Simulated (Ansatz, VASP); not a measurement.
# One calculation of CuI, two programs

POSCAR

```
CuI
1.0
    3.6244033622      0.0000000000      0.0000000000
    0.0000000000      3.6244033622      0.0000000000
    0.0000000000      0.0000000000      3.6244033622
Cu I
1 1
Direct
    0.0000000000      0.0000000000      0.0000000000
    0.5000000000      0.5000000000      0.5000000000
```

File INCAR.step1:

```
SYSTEM = CuI
PREC = Accurate
ENCUT = 520
ISMEAR = -1
SIGMA = 0.02
LREAL = .FALSE.
LASPH = .TRUE.
NELM = 100
NBANDS = 16
GGA = PE
ALGO = Normal
EDIFF = 1E-4
LWAVE = .TRUE.
LCHARG = .FALSE.
```

The input INCAR.step2:

```
SYSTEM = CuI
PREC = Accurate
ENCUT = 520
EDIFF = 1E-6
ISMEAR = -1
SIGMA = 0.02
LREAL = .FALSE.
LASPH = .TRUE.
NELM = 100
ALGO = Normal
ISIF = 2
LWAVE = .FALSE.
LCHARG = .TRUE.
METAGGA = R2SCAN
LMIXTAU = .TRUE.
LELF = .TRUE.
LVHAR = .TRUE.
NBANDS = 16
ISTART = 1
```

The input KPOINTS:

```
Automatic mesh
0
G
  6 6 6
  0 0 0
```

Input for Ansatz:

```yaml
crystal:
  lattice:
    - [3.6244033622, 0.0, 0.0]
    - [0.0, 3.6244033622, 0.0]
    - [0.0, 0.0, 3.6244033622]
  atoms:
    - { symbol: Cu, position: [0.0, 0.0, 0.0] }
    - { symbol: I, position: [0.5, 0.5, 0.5] }
kpoints:
  mp_grid: { grid: [6, 6, 6] }
hamiltonian:
  xc: r2scan
scf:
  occupations: { method: fermi_dirac, width: 0.02 }
  n_extra_bands: 4
output:
  forces: true
  stress: true
  eigenvalues: true
```

Alike in both runs: task single point; functional r2SCAN; k mesh 6 × 6 × 6; occupations fermi-dirac, width 0.02 eV; no spin polarisation.

|  | VASP | Ansatz |
| --- | --- | --- |
| version | VASP 6.6.1 | Ansatz 0.2.0 |
| potentials or method | VASP PAW PBE potentials, release 64 (Cu, I) | plane waves, PAW |
| plane-wave cutoff (eV) | 520 | 500 |
| valence electrons in the cell | 18 | 36 |

```tsv
	VASP	Ansatz	Ansatz less VASP
pressure (GPa)	1.1	1.2	+0.07
```

VASP's potentials were made for PBE, not for r2SCAN. VASP's potentials hold 18 valence electrons a cell and Ansatz's 36, so a difference there can come from the potentials and not from the codes.

Spin-orbit coupling is off throughout.
